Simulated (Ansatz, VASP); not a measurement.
**CdTe: VASP beside Ansatz**

POSCAR

```
CdTe
1.0
    0.0000000000      3.2050000000      3.2050000000
    3.2050000000      0.0000000000      3.2050000000
    3.2050000000      3.2050000000      0.0000000000
Te Cd
1 1
Direct
    0.7500000000      0.7500000000      0.7500000000
    0.0000000000      0.0000000000      0.0000000000
```

File INCAR.step1:

```
PREC = Accurate
ENCUT = 520
EDIFF = 1E-5
ISMEAR = -1
SIGMA = 0.05
LREAL = False
LASPH = True
NELM = 100
ALGO = Normal
ISIF = 2
LWAVE = True
NBANDS = 16
GGA = PE
```

File INCAR.step2:

```
PREC = Accurate
ENCUT = 520
EDIFF = 1E-7
ISMEAR = -1
SIGMA = 0.05
LREAL = False
LASPH = True
NELM = 100
ALGO = Normal
ISIF = 2
LWAVE = False
LCHARG = True
GGA = PE
LHFCALC = True
HFSCREEN = 0.2079
PRECFOCK = Normal
LELF = True
LVHAR = True
NBANDS = 16
ISTART = 1
```

Contents of KPOINTS:

```
regular mesh
0
Gamma
  4 4 4
```

File input.yaml:

```yaml
crystal:
  lattice:
    - [0.0, 3.205, 3.205]
    - [3.205, 0.0, 3.205]
    - [3.205, 3.205, 0.0]
  atoms:
    - { symbol: Te, position: [0.75, 0.75, 0.75] }
    - { symbol: Cd, position: [0.0, 0.0, 0.0] }
hamiltonian:
  xc: hse06
  pseudopotentials: { kind: paw }
kpoints:
  mp_grid: { grid: [4, 4, 4] }
scf:
  occupations: { method: fermi_dirac, width: 0.05 }
output:
  forces: true
  stress: true
  eigenvalues: true
```

Alike in both runs: task single point; functional HSE06; k mesh 4 × 4 × 4; occupations fermi-dirac, width 0.05 eV; no spin polarisation.

```csv
,VASP,Ansatz
version,VASP 6.6.1,Ansatz 0.2.0
potentials or method,"VASP PAW PBE potentials, release 64 (Te, Cd)",Ansatz PAW
plane-wave cutoff (eV),520,420
valence electrons in the cell,18,36
```

```csv
,VASP,Ansatz,Ansatz less VASP
gap on the k mesh at the Fermi level (eV),1.67,1.77,+0.092
least direct gap on the mesh (eV),1.67,1.77,+0.092
pressure (GPa),3.5,3.5,+0.02
```

VASP's potentials hold 18 valence electrons a cell and Ansatz's 36, so a difference there can come from the potentials and not from the codes.

The k mesh is coarse, so the values compare programs but aren't converged. Neither program's run includes spin-orbit coupling.
